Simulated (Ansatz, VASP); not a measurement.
## One calculation of Pt3Pb, two programs

```xyz
4
Lattice="4.0395 0.0000 0.0000 0.0000 4.0395 0.0000 0.0000 0.0000 4.0395" Properties=species:S:1:pos:R:3 pbc="T T T"
Pt    0.0000    2.0197    2.0197
Pt    2.0197    0.0000    2.0197
Pt    2.0197    2.0197    0.0000
Pb    0.0000    0.0000    0.0000
```

Alike in both runs: task relaxation of cell and atoms; functional LDA; k mesh 10 × 10 × 10; occupations fermi-dirac, width 0.15 eV; no spin polarisation.

|  | VASP | Ansatz |
| --- | --- | --- |
| version | VASP 6.6.1 | Ansatz 0.2.0 |
| potentials or method | VASP PAW LDA potentials, release 64 (Pt, Pb_d), cutoff 600 eV | scalar-relativistic, plane waves, PAW |
| valence electrons in the cell | 44 | 68 |

|  | VASP | Ansatz | Ansatz less VASP |
| --- | --- | --- | --- |
| gap on the k mesh at the Fermi level, each at its own relaxed structure (eV) | none | none | - |
| relaxed volume (Å³/atom) | 16.55 | 16.49 | -0.057 |
| relaxed length of the cell vector where the two differ most in proportion (Å) | 4.045 | 4.040 | -0.0046 |

LDA's correlation is that of Perdew and Zunger in VASP and of Perdew and Wang (1992) in Ansatz. A gap of «none» marks a metal or a gap that the smearing closes. VASP's potentials hold 44 valence electrons a cell and Ansatz's 68, so a difference there can come from the potentials and not from the codes.

Neither program's run includes spin-orbit coupling.
